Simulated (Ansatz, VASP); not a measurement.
## Ni: VASP beside Ansatz

INCAR

```
SYSTEM = Ni
  PREC = Accurate
  ENCUT = 520
  EDIFF = 1E-6
  ISMEAR = -1
  SIGMA = 0.05
  LREAL = .FALSE.
  LASPH = .TRUE.
  NELM = 150
  ALGO = Normal
  ISIF = 2
  LWAVE = .FALSE.
  LCHARG = .FALSE.
  ISPIN = 2
  MAGMOM = 0.607
  LORBIT = 11
  LMAXMIX = 4
  GGA = CA
  NBANDS = 15
```

KPOINTS

```
regular mesh
0
G
  13 13 13
  0 0 0
```

The input POSCAR:

```
Ni
1.0
    0.0000000000      1.7124646296      1.7124646296
    1.7124646296      0.0000000000      1.7124646296
    1.7124646296      1.7124646296      0.0000000000
Ni
1
Direct
    0.0000000000      0.0000000000      0.0000000000
```

Input for Ansatz:

```yaml
crystal:
  lattice:
    - [0.0, 1.7124646296, 1.7124646296]
    - [1.7124646296, 0.0, 1.7124646296]
    - [1.7124646296, 1.7124646296, 0.0]
  atoms:
    - { symbol: Ni, position: [0.0, 0.0, 0.0], spin: 0.607 }
hamiltonian:
  xc: lda
  pseudopotentials:
    kind: paw
    azcp:
      Ni: "pseudopotentials/Ni.paw.azcp"
basis:
  ecutwfc: 420
  fft_grid_basis: typed
kpoints:
  mp_grid: { grid: [13, 13, 13], shift: [0, 0, 0] }
magnetization:
  spin_polarized: true
scf:
  occupations: { method: fermi_dirac, width: 0.05 }
  lower_state_search: "off"
output:
  stress: true
  write_density: true
  write_potential: true
  elf: true
  volumetric_format: npy
```

Alike in both runs: task single point; functional LDA; k mesh 13 × 13 × 13; occupations fermi-dirac, width 0.05 eV; collinear spin.

```csv
,VASP,Ansatz
version,VASP 6.6.1,Ansatz 0.2.0
potentials or method,"VASP PAW LDA potentials, release 64 (Ni), cutoff 520 eV","plane waves (420 eV) with PAW, scalar-relativistic"
valence electrons in the cell,10,18
```

```tsv
	VASP	Ansatz	Ansatz less VASP
pressure (GPa)	-0.2	-0.2	0.00
net moment per atom (μB)	0.61	0.62	+0.007
size of the moment on the site where the two differ most (μB)	0.61	0.64	+0.032
```

Ansatz warns that its potentials were made for another functional, while VASP's fit it. LDA's correlation is that of Perdew and Zunger in VASP and of Perdew and Wang (1992) in Ansatz. Site moments also hang on the region over which each program counts them. VASP's potentials hold 10 valence electrons a cell and Ansatz's 18, so a difference there can come from the potentials and not from the codes.
